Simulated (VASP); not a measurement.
## Si16H5Cl: single point with PBE+D3(BJ)

The system is Si16H5Cl, a slab with vacuum.

```
H Si Cl
1.0
     7.67918    0.00000    0.00000
     3.83959    6.65036    0.00000
     0.00000    0.00000   18.41877
H Si Cl
5 16 1
Direct
  0.16667 0.16667 0.05429
  0.66667 0.16667 0.05429
  0.16667 0.66667 0.05429
  0.66667 0.66667 0.05429
  0.00297 0.00117 0.22480
  0.16667 0.16667 0.13573
  0.66667 0.16667 0.13573
  0.16667 0.66667 0.13573
  0.66667 0.66667 0.13573
  0.83217 0.33760 0.17453
  0.33250 0.33361 0.17536
  0.83020 0.83235 0.17824
  0.33995 0.82762 0.18069
  0.82235 0.36350 0.30214
  0.32958 0.33847 0.30303
  0.79791 0.85579 0.30624
  0.33704 0.88050 0.31361
  0.98879 0.01458 0.30705
  0.49667 0.03421 0.37425
  0.99382 0.52348 0.34401
  0.47700 0.53886 0.31558
  0.00326 0.50312 0.45766
```

```json
{
  "Program": "VASP 6.6.1",
  "Task": "single point",
  "Functional": "PBE",
  "Dispersion": "D3(BJ)",
  "Potentials or basis": "VASP PAW PBE potentials, release 64 (H, Si, Cl)",
  "Cutoff": "520 eV",
  "k mesh": "2 × 2 × 1",
  "Occupations": "gaussian, width 0.02 eV",
  "Spin": "no spin polarisation",
  "Dipole correction": "no",
  "Further INCAR settings": "LREAL = Auto; ALGO = Normal; EDIFF = 1e-07; NBANDS = 55"
}
```

```yaml
Largest_force: 0.534 eV/Å
Band_gap_on_the_k_mesh: 0.45 eV
Dispersion_energy_per_atom: -0.188 eV
```

Forces on the atoms (eV/Å):
```
H   -0.011 -0.130 -0.044
H    0.027  0.022 -0.036
H    0.053  0.109 -0.045
H   -0.078  0.081 -0.089
H   -0.002 -0.009  0.005
Si   0.091 -0.225  0.191
Si  -0.060 -0.079  0.129
Si  -0.162  0.098  0.393
Si   0.147  0.137 -0.494
Si   0.011 -0.008  0.007
Si  -0.007 -0.004  0.010
Si  -0.001 -0.003  0.004
Si  -0.002 -0.004 -0.004
Si  -0.005  0.003 -0.007
Si  -0.004 -0.002 -0.005
Si  -0.006 -0.005  0.005
Si   0.000 -0.003  0.019
Si   0.003  0.017 -0.013
Si   0.004 -0.004 -0.017
Si  -0.003 -0.005  0.045
Si   0.003  0.008  0.002
Cl   0.001  0.005 -0.055
```

Levels at points of the mesh, in eV from the valence-band top:
```csv
k point,band 35,band 36,band 37,band 38,band 39,band 40,band 41,band 42
"(0.00, 0.00, 0.00)",-0.65,-0.44,-0.06,0.00,0.45,1.23,1.33,1.53
"(0.50, 0.00, 0.00)",-1.01,-0.73,-0.62,-0.27,0.69,1.94,2.06,2.32
"(0.50, 0.50, 0.00)",-1.04,-0.76,-0.64,-0.25,0.75,1.75,2.17,2.28
"(0.00, 0.50, 0.00)",-1.01,-0.76,-0.57,-0.14,0.81,1.96,2.16,2.48
```

Run time: 6 min on 1 thread of Intel(R) Xeon(R) 6975P-C (Granite Rapids) (shared host), peak memory 0.97 GiB.

Caveat: the k points lie up to 0.47 Å⁻¹ apart.
